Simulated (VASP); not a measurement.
# Cl (Fd-3m) in VASP: further runs

The runs below take Cl through single point, with PBE.

Everything below comes from runs of VASP 6.6.1. Logs are shortened: lines on timing, memory, paths and dates and some standing lists are left out, and cuts for length are marked.

### Step 1. The cell of the first run

The structure is cubic, space group Fd-3m (No. 227). The conventional cell has a = 6.017 Å, b = 6.017 Å, c = 6.017 Å, α = 90.00°, β = 90.00°, γ = 90.00°. Cl (site symmetry -43m) has 4 Cl at 2.61 Å within 3.4 Å.

### Step 2. Single point, PBE (27.23 Å³/atom)

INCAR

```
SYSTEM = Cl
ALGO     = Normal         ! electronic algorithm
EDIFF    = 1E-7           ! SCF threshold, eV
ENCUT    = 520            ! plane-wave cutoff, eV
GGA      = PE             ! functional
ISIF     = 2              ! what is computed and relaxed
ISMEAR   = -1             ! smearing method
LASPH    = .True.         ! aspherical terms in the spheres
LCHARG   = .False.        ! write CHGCAR
LREAL    = .False.        ! projectors in reciprocal space
LWAVE    = .False.        ! write WAVECAR
NBANDS   = 14             ! bands
NELM     = 60             ! most SCF steps
PREC     = Accurate       ! precision mode
SIGMA    = 0.1            ! smearing width, eV
```

KPOINTS

```
k-points
0
Gamma
  11 11 11
  0 0 0
```

POSCAR

```
Cl
1.0
    0.0000000000      3.0083322131      3.0083322131
    3.0083322131      0.0000000000      3.0083322131
    3.0083322131      3.0083322131      0.0000000000
Cl
2
Direct
   -0.1250000000     -0.1250000000     -0.1250000000
    0.1250000000      0.1250000000      0.1250000000
```

Potentials or basis: VASP PAW PBE potentials, release 64 (Cl).

Started as:

```sh
$ cat potpaw_PBE.64/Cl/POTCAR > POTCAR
$ mpirun -np 1 vasp_std > vasp.out
```

OUTCAR:

```text
SYSTEM = Cl
   EDIFF = 1E-7
   ENCUT = 520
   GGA = PE
   ISIF = 2
   ISMEAR = -1
   LASPH = .True.
   LREAL = .False.
   NELM = 60
   PREC = Accurate

 ion  position               nearest neighbor table
   1  0.875  0.875  0.875-   2 2.61   2 2.61   2 2.61   2 2.61
   2  0.125  0.125  0.125-   1 2.61   1 2.61   1 2.61   1 2.61

  LATTYP: Found a face centered cubic cell.
 ALAT       =     6.0166644262

  Lattice vectors:

 A1 = (   0.0000000000,   3.0083322131,   3.0083322131)
 A2 = (   3.0083322131,   0.0000000000,   3.0083322131)
 A3 = (   3.0083322131,   3.0083322131,   0.0000000000)

Analysis of symmetry for initial positions (statically):
=====================================================================
 Subroutine PRICEL returns:
 Original cell was already a primitive cell.

 Routine SETGRP: Setting up the symmetry group for a
 face centered cubic supercell.

 Subroutine GETGRP returns: Found 48 space group operations
 (whereof 12 operations were pure point group operations)
 out of a pool of 48 trial point group operations.

The static configuration has the point symmetry D_3d.
 The point group associated with its full space group is O_h .

Analysis of symmetry for dynamics (positions and initial velocities):
=====================================================================
 Subroutine PRICEL returns:
 Original cell was already a primitive cell.

 Routine SETGRP: Setting up the symmetry group for a
 face centered cubic supercell.

 Subroutine GETGRP returns: Found 48 space group operations
 (whereof 12 operations were pure point group operations)
 out of a pool of 48 trial point group operations.

The dynamic configuration has the point symmetry D_3d.
 The point group associated with its full space group is O_h .

 Subroutine INISYM returns: Found 48 space group operations
 (whereof 12 operations are pure point group operations),
 and found     1 'primitive' translations

----------------------------------------------------------------------------------------

                                     Primitive cell

  volume of cell :      54.4512

  direct lattice vectors                    reciprocal lattice vectors
     0.000000000  3.008332213  3.008332213    -0.166205048  0.166205048  0.166205048
     3.008332213  0.000000000  3.008332213     0.166205048 -0.166205048  0.166205048
     3.008332213  3.008332213  0.000000000     0.166205048  0.166205048 -0.166205048

  length of vectors
     4.254424216  4.254424216  4.254424216     0.287875588  0.287875588  0.287875588

[... 91 lines left out ...]
   NELECT =      14.0000    total number of electrons
   NUPDOWN=      -1.0000    fix difference up-down
   EMIN   =  10.00;   EMAX   =-10.00  energy-range for DOS
   EFERMI =   0.00;   METHOD = LEGACY
   ISMEAR =    -1;   SIGMA  =   0.10  broadening in eV -4-tet -1-fermi 0-gaus
   EFERMI_NEDOS =   21; number of points for ismear=-14 and -15
   IALGO  =     38    algorithm
   IMIX   =      4    mixing-type and parameters
     AMIX     =   0.40;   BMIX     =  1.00
     AMIX_MAG =   1.60;   BMIX_MAG =  1.00
  volume/ion in A,a.u.               =      27.23       183.73
  Fermi-wavevector in a.u.,A,eV,Ry     =   1.040994  1.967194 14.744216  1.083669
  Thomas-Fermi vector in A             =   2.175595
   LORBIT       =      0    0 simple, 1 ext, 2 COOP (PROOUT), +10 PAW based schemes
   GGA     = PE    functional components
   LHFCALC =     F    Hartree Fock is set to
   AEXX    =    0.0000 exact exchange contribution
   IVDW    =     0    specifies the selected vdW correction
   LEPSILON=     F    determine dielectric tensor
   LRPA    =     F    only Hartree local field effects (RPA)
 non-spin polarized calculation
  energy-cutoff  :      520.00
  volume of cell :       54.45
 maximum number of plane-waves:      1478
   NGX = 15   NGY = 15   NGZ = 15

 number of electron      13.9999996 magnetization

 Free energy of the ion-electron system (eV)
  ---------------------------------------------------
  ext. energy  EPLUGINS =         0.00000000
  ---------------------------------------------------
  free energy    TOTEN  =        -1.83487925 eV

  energy without entropy =       -1.71809529  energy(sigma->0) =       -1.77648727

 E-fermi :   0.6994     XC(G=0):  -7.9284

 val. band max:        0.6804642064   @ k =  -0.2727   0.1818   0.0000
 cond. band min:       0.7025106928   @ k =   0.4545   0.1818   0.0909
 fundamental gap:      0.0220464865
 Fermi energy:         0.6994161898

 k-point     1 :       0.0000    0.0000    0.0000
  band No.  band energies     occupation
      1     -15.6980      2.00000
      2     -11.9357      2.00000
      3      -2.9367      2.00000
      4      -2.9367      2.00000
      5      -2.9367      2.00000
      6      -0.5630      1.99999
      7      -0.5630      1.99999
      8      -0.5630      1.99999
      9       6.9703      0.00000
     10      10.7181      0.00000
     11      10.7181      0.00000
     12      12.7469      0.00000
     13      12.7469      0.00000
     14      12.7469      0.00000
[... 377 lines left out ...]
      1     -15.2513      2.00000
      2     -12.6608      2.00000
      3      -3.7959      2.00000
      4      -3.2532      2.00000
      5      -2.7762      2.00000
      6      -0.3225      1.99993
      7      -0.0962      1.99930
      8       0.4230      1.88146
      9       8.4547      0.00000
     10       9.6808      0.00000
     11      10.2178      0.00000
     12      12.8805      0.00000
     13      13.3465      0.00000
     14      14.2705      0.00000

 [... further k-points ...]

------------------------ aborting loop because EDIFF is reached ----------------------------------------

  FORCE on cell =-STRESS in cart. coord.  units (eV):
  Direction    XX          YY          ZZ          XY          YZ          ZX
  --------------------------------------------------------------------------------------
  -------------------------------------------------------------------------------------
  Total        2.2047873      2.2047873      2.2047873     -0.0000000      0.0000000     -0.0000000
  in kB       64.8738859     64.8738859     64.8738859     -0.0000000      0.0000000     -0.0000000
  external PRESSURE =      64.8738859 kB  Pullay stress =       0.0000000 kB

 VOLUME and BASIS-vectors are now :
 -----------------------------------------------------------------------------
  energy-cutoff  :      520.00
  volume of cell :       54.45
      direct lattice vectors                 reciprocal lattice vectors
     0.000000000  3.008332213  3.008332213    -0.166205048  0.166205048  0.166205048
     3.008332213  0.000000000  3.008332213     0.166205048 -0.166205048  0.166205048
     3.008332213  3.008332213  0.000000000     0.166205048  0.166205048 -0.166205048

 POSITION                                       TOTAL-FORCE (eV/Angst)
 -----------------------------------------------------------------------------------
      5.26458      5.26458      5.26458        -0.000000     -0.000000     -0.000000
      0.75208      0.75208      0.75208         0.000000      0.000000      0.000000
 -----------------------------------------------------------------------------------
    total drift:                                0.000000      0.000000     -0.000000

  FREE ENERGIE OF THE ION-ELECTRON SYSTEM (eV)
  ---------------------------------------------------
  free  energy   TOTEN  =        -1.8348792536 eV

  energy  without entropy=       -1.7180952853  energy(sigma->0) =       -1.77648727
```

OSZICAR:

```text
N       E                     dE             d eps       ncg     rms          rms(c)
DAV:   1     0.800384411733E+02    0.80038E+02   -0.60632E+03  1568   0.843E+02
DAV:   2     0.297288734508E+01   -0.77066E+02   -0.72402E+02  2282   0.164E+02
DAV:   3    -0.178088303431E+01   -0.47538E+01   -0.46258E+01  2096   0.431E+01
DAV:   4    -0.183367360558E+01   -0.52791E-01   -0.52765E-01  2006   0.555E+00
DAV:   5    -0.183469765755E+01   -0.10241E-02   -0.10240E-02  2126   0.778E-01    0.104E+01
DAV:   6    -0.183448673681E+01    0.21092E-03   -0.14749E-03  2042   0.254E-01    0.622E+00
DAV:   7    -0.183485575994E+01   -0.36902E-03   -0.18683E-03  2012   0.268E-01    0.559E-02
DAV:   8    -0.183486656034E+01   -0.10800E-04   -0.83870E-05  2084   0.609E-02    0.141E-02
DAV:   9    -0.183487554357E+01   -0.89832E-05   -0.70011E-06  2006   0.210E-02    0.746E-03
DAV:  10    -0.183487925206E+01   -0.37085E-05   -0.31068E-06  1904   0.127E-02    0.645E-03
DAV:  11    -0.183487925364E+01   -0.15802E-08   -0.26916E-07  2058   0.446E-03
   1 F= -.18348793E+01 E0= -.17764873E+01  d E =-.116784E+00
```

It took 36 s on 1 thread of Intel Xeon Platinum 8375C at 2.90GHz (Ice Lake), shared host; peak memory 0.18 GiB.

Results:

```yaml
Free_energy: -1.8349 eV
Pressure: 6.5 GPa
Band_gap_on_the_k_mesh: zero (bands 7 and 8 overlap by 1.75 eV)
```

Caveat: the cell stands under pressure.

### Step 3. Single point, PBE (30.63 Å³/atom)

This run uses another cell than the first one, of 30.63 Å³/atom.

INCAR

```
  PREC = Accurate
  ENCUT = 520
  EDIFF = 1E-6
  ISMEAR = -1
  SIGMA = 0.1
  LREAL = F
  LASPH = T
  NELM = 60
  ALGO = Normal
  ISIF = 2
  LWAVE = F
  LCHARG = T
  GGA = PE
  LELF = T
  LVHAR = T
  NBANDS = 14
```

KPOINTS

```
Automatic mesh
0
Gamma
  11 11 11
```

POSCAR

```
Cl
1.0
    0.0000000000      3.1287915854      3.1287915854
    3.1287915854      0.0000000000      3.1287915854
    3.1287915854      3.1287915854      0.0000000000
Cl
2
Direct
   -0.1250000000     -0.1250000000     -0.1250000000
    0.1250000000      0.1250000000      0.1250000000
```

Potentials or basis: VASP PAW PBE potentials, release 64 (Cl).

Started as:

```sh
$ cat potpaw_PBE.64/Cl/POTCAR > POTCAR
$ mpirun -np 1 vasp_std > vasp.out
```

Run time: 60 s. Hardware: 1 thread of Intel Xeon Platinum 8375C at 2.90GHz (Ice Lake), shared host; peak memory 0.2 GiB.

It converged, with:

```yaml
Free_energy: -2.0153 eV
Pressure: 2.3 GPa
Band_gap_on_the_k_mesh: zero (bands 7 and 8 overlap by 1.39 eV)
```

Levels at points of the mesh, in eV from the Fermi level:
```csv
k point,band 4,band 5,band 6,band 7,band 8,band 9,band 10,band 11
"(0.00, 0.00, 0.00)",-3.08,-3.08,-1.00,-1.00,-1.00,6.37,10.37,10.37
```

The gap in the log of VASP goes by the Fermi energy; the results here count the filled bands.